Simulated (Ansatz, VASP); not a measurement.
## GaB in VASP and in Ansatz

```
Ga B
1.0
     0.00000    2.30323    2.30450
     2.27230    0.00000    2.30450
     2.27230    2.30323    0.00000
Ga B
1 1
Direct
  0.00000 0.00000 0.00000
  0.50000 0.50000 0.50000
```

Alike in both runs: functional PBE; k mesh 6 × 6 × 6; occupations gaussian, width 0.1 eV; no spin polarisation.

Ansatz relaxed the structure, and its values are those at the end. VASP's run is a single point on that final structure, the one shown.

|  | VASP | Ansatz |
| --- | --- | --- |
| version | VASP 6.6.1 | Ansatz 0.2.0 |
| potentials or method | VASP PAW PBE potentials, release 64 (Ga_d, B), cutoff 500 eV | scalar-relativistic, plane waves, PAW |
| valence electrons in the cell | 16 | 16 |

|  | VASP | Ansatz | Ansatz less VASP |
| --- | --- | --- | --- |
| gap on the k mesh at the Fermi level (eV) | none | none | - |
| pressure (GPa) | 0.0 | -0.2 | -0.15 |

A gap of «none» marks a metal or a gap that the smearing closes.

The k mesh is coarse, so the values compare programs but aren't converged.
